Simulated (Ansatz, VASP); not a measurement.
**Two plane-wave programs on TiAl3**

The input INCAR:

```
ALGO     = Fast           # electronic algorithm
EDIFF    = 1E-6           # SCF threshold, eV
ENCUT    = 520            # plane-wave cutoff, eV
GGA      = PS             # functional
ISIF     = 2              # what is computed and relaxed
ISMEAR   = 0              # smearing method
LASPH    = T              # aspherical terms in the spheres
LCHARG   = F              # write CHGCAR
LREAL    = F              # projectors in reciprocal space
LWAVE    = F              # write WAVECAR
NBANDS   = 18             # bands
NELM     = 80             # most SCF steps
PREC     = Accurate       # precision mode
SIGMA    = 0.15           # smearing width, eV
```

Contents of KPOINTS:

```
k-points
0
Gamma
  18 10 10
```

The input POSCAR:

```
TiAl3
1.0
    2.7813912058      0.0000000000      0.0000000000
    0.0000000000      4.6710700323      0.0000000000
    0.0000000000      0.0000000000      4.8934030395
Ti Al
1 3
Direct
    0.1011364383      0.5000000000      0.1631682049
    0.5000000000      0.5000000000      0.6640465240
    0.5000000000      0.0000000000      0.3331101826
    0.0000000000      0.0000000000      0.8396740885
```

Input for Ansatz:

```yaml
crystal:
  lattice:
    - [2.7813912058, 0.0, 0.0]
    - [0.0, 4.6710700323, 0.0]
    - [0.0, 0.0, 4.8934030395]
  atoms:
    - { symbol: Ti, position: [0.1011364383, 0.5, 0.1631682049] }
    - { symbol: Al, position: [0.5, 0.5, 0.664046524] }
    - { symbol: Al, position: [0.5, 0.0, 0.3331101826] }
    - { symbol: Al, position: [0.0, 0.0, 0.8396740885] }
basis:
  ecutwfc: 420
kpoints:
  mp_grid: { grid: [18, 10, 10] }
hamiltonian:
  xc: pbesol
scf:
  occupations: { method: gaussian, width: 0.15 }
output:
  forces: true
  stress: true
  eigenvalues: true
```

Alike in both runs: task single point; functional PBEsol; k mesh 18 × 10 × 10; occupations gaussian, width 0.15 eV; no spin polarisation.

```csv
,VASP,Ansatz
version,VASP 6.6.1,Ansatz 0.2.0
potentials or method,"VASP PAW PBE potentials, release 64 (Ti_sv, Al), cutoff 520 eV","scalar-relativistic, plane waves, PAW"
valence electrons in the cell,21,21
```

```csv
,VASP,Ansatz,Ansatz less VASP
gap on the k mesh at the Fermi level (eV),none,none,-
pressure (GPa),0.9,0.9,-0.04
"traceless stress, the component that is largest in VASP (GPa)",1.67,1.67,-0.004
rms of the force components (eV/Å),0.465,0.464,-0.0004
```

VASP's potentials were made for PBE, not for PBEsol. Atom by atom the forces differ by 0.001 eV/Å (rms over components). A gap of «none» marks a metal or a gap that the smearing closes.
